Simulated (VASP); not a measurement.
# CdS (Greenockite) (P1) in VASP: a series of runs, part 2 of 2

VASP 6.6.1.

## (3) Single point, PBE

The input, INCAR:

```
SYSTEM = CdS
ALGO = Normal
EDIFF = 1E-6
ENCUT = 500
GGA = PE
GGA_COMPAT = .False.
ISIF = 2
ISMEAR = 0
LASPH = .True.
LCHARG = .False.
LREAL = .False.
LWAVE = .False.
NBANDS = 26
NELM = 120
PREC = Accurate
SIGMA = 0.01
```

The input, KPOINTS:

```
k-points
0
Gamma
  4 4 2
  0 0 0
```

The input, POSCAR:

```
CdS
1.0
    4.1465700000     -0.0383400000      0.0088800000
   -2.1064900000      3.6102900000      0.0157900000
    0.0144200000      0.0379300000      6.6997500000
Cd S
2 2
Direct
    0.3356000000      0.6513100000      0.0098000000
    0.6359559272      0.3269339896      0.4968666245
    0.3943400000      0.6938500000      0.3849000000
    0.6800500000      0.3472600000      0.8919100000
```

Potentials or basis: VASP PAW PBE potentials, release 64 (Cd, S).

Command:

```console
$ cat potpaw_PBE.64/Cd/POTCAR potpaw_PBE.64/S/POTCAR > POTCAR
$ mpirun -np 1 vasp_std > vasp.out
```

OUTCAR:

```text
SYSTEM = CdS
   EDIFF = 1E-6
   ENCUT = 500
   GGA = PE
   ISIF = 2
   ISMEAR = 0
   LASPH = .True.
   LREAL = .False.
   NELM = 120
   PREC = Accurate

 ion  position               nearest neighbor table
   1  0.336  0.651  0.010-   4 2.47   4 2.48   3 2.52   4 2.61
   2  0.636  0.327  0.497-   3 2.34   3 2.43   4 2.65   3 2.80
   3  0.394  0.694  0.385-   2 2.34   2 2.43   1 2.52   2 2.80
   4  0.680  0.347  0.892-   1 2.47   1 2.48   1 2.61   2 2.65

  LATTYP: Found a triclinic cell.
 ALAT       =     4.1135582915
 B/A-ratio  =     1.0080704976
 C/A-ratio  =     1.6287292925
 COS(alpha) =     0.0042412329
 COS(beta)  =     0.0119804443
 COS(gamma) =     0.4879025278

  Lattice vectors:

 A1 = (  -2.0400800000,  -3.5719500000,  -0.0246700000)
 A2 = (  -4.1465700000,   0.0383400000,  -0.0088800000)
 A3 = (  -0.0144200000,  -0.0379300000,  -6.6997500000)

Analysis of symmetry for initial positions (statically):
=====================================================================
 Subroutine PRICEL returns:
 Original cell was already a primitive cell.

 Routine SETGRP: Setting up the symmetry group for a
 triclinic supercell.

 Subroutine GETGRP returns: Found  1 space group operations
 (whereof  1 operations were pure point group operations)
 out of a pool of  2 trial point group operations.

The static configuration has the point symmetry C_1 .

Analysis of symmetry for dynamics (positions and initial velocities):
=====================================================================
 Subroutine PRICEL returns:
 Original cell was already a primitive cell.

 Routine SETGRP: Setting up the symmetry group for a
 triclinic supercell.

 Subroutine GETGRP returns: Found  1 space group operations
 (whereof  1 operations were pure point group operations)
 out of a pool of  2 trial point group operations.

The dynamic configuration has the point symmetry C_1 .

 Subroutine INISYM returns: Found  1 space group operations
 (whereof  1 operations are pure point group operations),
 and found     1 'primitive' translations

----------------------------------------------------------------------------------------

                                     Primitive cell

  volume of cell :      99.7526

  direct lattice vectors                    reciprocal lattice vectors
     4.146570000 -0.038340000  0.008880000     0.242474180  0.141481799 -0.001322868
    -2.106490000  3.610290000  0.015790000     0.002578430  0.278497412 -0.001582236
     0.014420000  0.037930000  6.699750000    -0.000327458 -0.000843887  0.149264783

  length of vectors
     4.146756754  4.179921450  6.699872886     0.280735778  0.278513842  0.149267528

  position of ions in fractional coordinates (direct lattice)
     0.335600000  0.651310000  0.009800000
     0.635955927  0.326933990  0.496866625
     0.394340000  0.693850000  0.384900000
     0.680050000  0.347260000  0.891910000

  ion indices of the primitive-cell ions
   primitive index   ion index
                 1           1
                 2           2
                 3           3
                 4           4

----------------------------------------------------------------------------------------

 KPOINTS: k-points

Automatic generation of k-mesh.
 Grid dimensions read from file:
 generate k-points for:    4    4    2

 Generating k-lattice:

  Cartesian coordinates                     Fractional coordinates (reciprocal lattice)
     0.060618545  0.035370450 -0.000330717     0.250000000  0.000000000  0.000000000
     0.000644608  0.069624353 -0.000395559     0.000000000  0.250000000  0.000000000
    -0.000163729 -0.000421944  0.074632392     0.000000000  0.000000000  0.500000000

  Length of vectors
     0.070183945  0.069628460  0.074633764

  Shift w.r.t. Gamma in fractional coordinates (k-lattice)
     0.000000000  0.000000000  0.000000000

 Subroutine IBZKPT returns following result:
 ===========================================

 Found     20 irreducible k-points:

 Following reciprocal coordinates:
            Coordinates               Weight
  0.000000  0.000000  0.000000      1.000000
  0.250000 -0.000000  0.000000      2.000000
  0.500000 -0.000000  0.000000      1.000000
  0.000000  0.250000  0.000000      2.000000
  0.250000  0.250000  0.000000      2.000000
  0.500000  0.250000  0.000000      2.000000
[... 12 lines left out ...]
  0.250000  0.500000  0.500000      2.000000
  0.500000  0.500000  0.500000      1.000000
   k-points           NKPTS =     20   k-points in BZ     NKDIM =     20   number of bands    NBANDS=     26
   number of dos      NEDOS =    301   number of ions     NIONS =      4
   total plane-waves  NPLWV =  45000
   dimension x,y,z NGX =    30 NGY =   30 NGZ =   50
   dimension x,y,z NGXF=    60 NGYF=   60 NGZF=  100
   ions per type =               2   2
   NGX,Y,Z   is equivalent  to a cutoff of  12.03, 11.93, 12.41 a.u.
   NGXF,Y,Z  is equivalent  to a cutoff of  24.05, 23.86, 24.81 a.u.
 SYSTEM =  CdS
   PREC   = accura    normal or accurate (medium, high low for compatibility)
   ISTART =      0    job   : 0-new  1-cont  2-samecut
   ICHARG =      2    charge: 1-file 2-atom 10-const
   ISPIN  =      1    spin polarized calculation?
   LNONCOLLINEAR =      F non collinear calculations
   LSORBIT =      F    spin-orbit coupling
   LASPH  =      T    aspherical Exc in radial PAW
   ENCUT  =  500.0 eV  36.75 Ry    6.06 a.u.   7.56  7.62 12.22*2*pi/ulx,y,z
   NELM   =    120;   NELMIN=  2; NELMDL= -5     # of ELM steps
   EDIFF  = 0.1E-05   stopping-criterion for ELM
   LREAL  =      F    real-space projection
   EDIFFG = 0.1E-04   stopping-criterion for IOM
   NSW    =      0    number of steps for IOM
   IBRION =     -1    ionic relax: 0-MD 1-quasi-New 2-CG
   NFREE  =      0    steps in history (QN), initial steepest desc. (CG)
   ISIF   =      2    stress and relaxation
   ISYM   =      2    0-nonsym 1-usesym 2-fastsym
   POTIM  = 0.5000    time-step for ionic-motion
   TEBEG  =    0.0;   TEEND  =   0.0 temperature during run
   PSTRESS=    0.0 pullay stress
   NELECT =      36.0000    total number of electrons
   NUPDOWN=      -1.0000    fix difference up-down
   EMIN   =  10.00;   EMAX   =-10.00  energy-range for DOS
   EFERMI =   0.00;   METHOD = LEGACY
   ISMEAR =     0;   SIGMA  =   0.01  broadening in eV -4-tet -1-fermi 0-gaus
   EFERMI_NEDOS =   21; number of points for ismear=-14 and -15
   IALGO  =     38    algorithm
   IMIX   =      4    mixing-type and parameters
     AMIX     =   0.40;   BMIX     =  1.00
     AMIX_MAG =   1.60;   BMIX_MAG =  1.00
  volume/ion in A,a.u.               =      24.94       168.29
  Fermi-wavevector in a.u.,A,eV,Ry     =   1.165559  2.202587 18.483886  1.358527
  Thomas-Fermi vector in A             =   2.302083
   LORBIT       =      0    0 simple, 1 ext, 2 COOP (PROOUT), +10 PAW based schemes
   GGA     = PE    functional components
   LHFCALC =     F    Hartree Fock is set to
   AEXX    =    0.0000 exact exchange contribution
   IVDW    =     0    specifies the selected vdW correction
   LEPSILON=     F    determine dielectric tensor
   LRPA    =     F    only Hartree local field effects (RPA)
 non-spin polarized calculation
 Gauss-broadening in eV      SIGMA  =   0.01
  energy-cutoff  :      500.00
  volume of cell :       99.75
 maximum number of plane-waves:      2553
   NGX = 15   NGY = 15   NGZ = 25

 number of electron      35.9999998 magnetization

 Free energy of the ion-electron system (eV)
  ---------------------------------------------------
  ext. energy  EPLUGINS =         0.00000000
  ---------------------------------------------------
  free energy    TOTEN  =       -11.94890824 eV

  energy without entropy =      -11.94890824  energy(sigma->0) =      -11.94890824

 E-fermi :   1.3689     XC(G=0):  -9.1143

 val. band max:        1.2964508245   @ k =   0.0000   0.0000   0.0000
 cond. band min:       2.5309011600   @ k =   0.0000   0.0000   0.0000
 fundamental gap:      1.2344503355
 Fermi energy:         1.3689177287

 k-point     1 :       0.0000    0.0000    0.0000
  band No.  band energies     occupation
      1     -11.2149      2.00000
      2     -10.6209      2.00000
      3      -6.7157      2.00000
      4      -6.5375      2.00000
      5      -6.3873      2.00000
      6      -6.3623      2.00000
[... 569 lines left out ...]
     25       9.8941      0.00000
     26      10.0509      0.00000

------------------------ aborting loop because EDIFF is reached ----------------------------------------

  FORCE on cell =-STRESS in cart. coord.  units (eV):
  Direction    XX          YY          ZZ          XY          YZ          ZX
  --------------------------------------------------------------------------------------
  -------------------------------------------------------------------------------------
  Total        3.1464479      2.9993859      1.4782672     -1.7534275      0.2345996      0.8473777
  in kB       50.5366789     48.1746416     23.7431912    -28.1626793      3.7680225     13.6101581
  external PRESSURE =      40.8181706 kB  Pullay stress =       0.0000000 kB

 VOLUME and BASIS-vectors are now :
 -----------------------------------------------------------------------------
  energy-cutoff  :      500.00
  volume of cell :       99.75
      direct lattice vectors                 reciprocal lattice vectors
     4.146570000 -0.038340000  0.008880000     0.242474180  0.141481799 -0.001322868
    -2.106490000  3.610290000  0.015790000     0.002578430  0.278497412 -0.001582236
     0.014420000  0.037930000  6.699750000    -0.000327458 -0.000843887  0.149264783

 POSITION                                       TOTAL-FORCE (eV/Angst)
 -----------------------------------------------------------------------------------
      0.01975      2.33892      0.07892        -0.002876      0.457025     -0.101280
      1.95552      1.17479      3.33969         1.291731      0.028743      0.879784
      0.17912      2.50448      2.59319        -1.307065     -0.015545     -0.250546
      2.10124      1.26147      5.98710         0.018210     -0.470223     -0.527959
 -----------------------------------------------------------------------------------
    total drift:                               -0.000136     -0.000170      0.000098

  FREE ENERGIE OF THE ION-ELECTRON SYSTEM (eV)
  ---------------------------------------------------
  free  energy   TOTEN  =       -11.9489082362 eV

  energy  without entropy=      -11.9489082362  energy(sigma->0) =      -11.94890824
```

OSZICAR:

```text
N       E                     dE             d eps       ncg     rms          rms(c)
DAV:   1     0.241325071572E+03    0.24133E+03   -0.17127E+04  1040   0.123E+03
DAV:   2     0.312533608121E-01   -0.24129E+03   -0.23377E+03  1152   0.314E+02
DAV:   3    -0.129716884300E+02   -0.13003E+02   -0.12930E+02  1258   0.731E+01
DAV:   4    -0.131057339511E+02   -0.13405E+00   -0.13391E+00  1154   0.717E+00
DAV:   5    -0.131078548766E+02   -0.21209E-02   -0.21208E-02  1240   0.896E-01    0.120E+01
DAV:   6    -0.119769049399E+02    0.11309E+01   -0.20007E+00  1380   0.149E+01    0.928E+00
DAV:   7    -0.119548278054E+02    0.22077E-01   -0.84498E-01  1096   0.498E+00    0.408E+00
DAV:   8    -0.119500048655E+02    0.48229E-02   -0.11098E-01  1166   0.335E+00    0.627E-01
DAV:   9    -0.119485895802E+02    0.14153E-02   -0.17588E-02  1162   0.169E+00    0.197E-01
DAV:  10    -0.119487487500E+02   -0.15917E-03   -0.15333E-03  1128   0.401E-01    0.121E-01
DAV:  11    -0.119488725189E+02   -0.12377E-03   -0.27459E-04  1182   0.116E-01    0.909E-02
DAV:  12    -0.119489002817E+02   -0.27763E-04   -0.12852E-04  1070   0.734E-02    0.151E-02
DAV:  13    -0.119489075705E+02   -0.72888E-05   -0.17558E-05  1206   0.281E-02    0.477E-03
DAV:  14    -0.119489082362E+02   -0.66571E-06   -0.18912E-06   930   0.141E-02
   1 F= -.11948908E+02 E0= -.11948908E+02  d E =-.275111E-26
```

It took 88 s on 1 thread of AMD EPYC 7R13, shared host; peak memory 0.18 GiB.

What came out:

```yaml
Free_energy: -11.9489 eV
Pressure: 4.1 GPa
Largest_force: 1.563 eV/Å
Band_gap_on_the_k_mesh: 1.23 eV, direct
```

Forces on the atoms (eV/Å):
```
Cd  -0.003  0.457 -0.101
Cd   1.292  0.029  0.880
S   -1.307 -0.016 -0.251
S    0.018 -0.470 -0.528
```

Levels at points of the mesh, in eV from the valence-band top:
```tsv
k point	band 16	band 17	band 18	band 19	band 20	band 21
(0.00, 0.00, 0.00)	-0.08	-0.02	0.00	1.23	2.69	6.40
(0.50, 0.00, 0.00)	-2.01	-0.99	-0.85	3.17	3.79	4.80
(0.00, 0.50, 0.00)	-1.81	-1.29	-0.73	3.70	3.75	5.10
(0.50, 0.50, 0.00)	-1.75	-1.52	-0.73	3.89	4.04	5.25
(0.00, 0.00, 0.50)	-0.46	-0.27	-0.15	2.75	2.90	5.92
(0.50, 0.00, 0.50)	-1.43	-1.32	-1.18	3.15	3.81	4.83
(0.00, 0.50, 0.50)	-1.38	-1.16	-1.04	3.27	3.57	5.11
(0.50, 0.50, 0.50)	-1.37	-1.17	-1.02	3.39	3.60	5.31
```

Caveat: the k points lie up to 0.47 Å⁻¹ apart; forces of over 1 eV/Å act on the atoms, so gaps and moduli don't describe the material at rest.
